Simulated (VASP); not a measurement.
A run of VASP 6.6.1:

INCAR

```
SYSTEM = Tl
PREC = Accurate
ENCUT = 500
EDIFF = 1E-6
ISMEAR = 0
SIGMA = 0.1
LREAL = .FALSE.
LASPH = .TRUE.
NELM = 120
ALGO = Normal
ISIF = 2
LWAVE = .FALSE.
LCHARG = .FALSE.
GGA = PS
NBANDS = 12
GGA_COMPAT = .FALSE.
```

The input KPOINTS:

```
Automatic mesh
0
G
  8 8 8
  0 0 0
```

File POSCAR:

```
Tl
1.0
    0.0000000000      2.4202300065      2.4202300065
    2.4202300065      0.0000000000      2.4202300065
    2.4202300065      2.4202300065      0.0000000000
Tl
1
Direct
    0.0000000000      0.0000000000      0.0000000000
```

Potentials or basis: VASP PAW PBE potentials, release 64 (Tl_d).

The run is started by

```sh
$ cat potpaw_PBE.64/Tl_d/POTCAR > POTCAR
$ mpirun -np 1 vasp_std > vasp.out
```

Hardware: 1 thread of Intel Xeon 8259CL, with other jobs on the host.

Problem. How long does it take, and how much memory?

Solution. Wall time 10 s on 1 thread of Intel Xeon 8259CL (shared host), peak memory 0.16 GiB. Counts: scf iterations 9, k points 29.
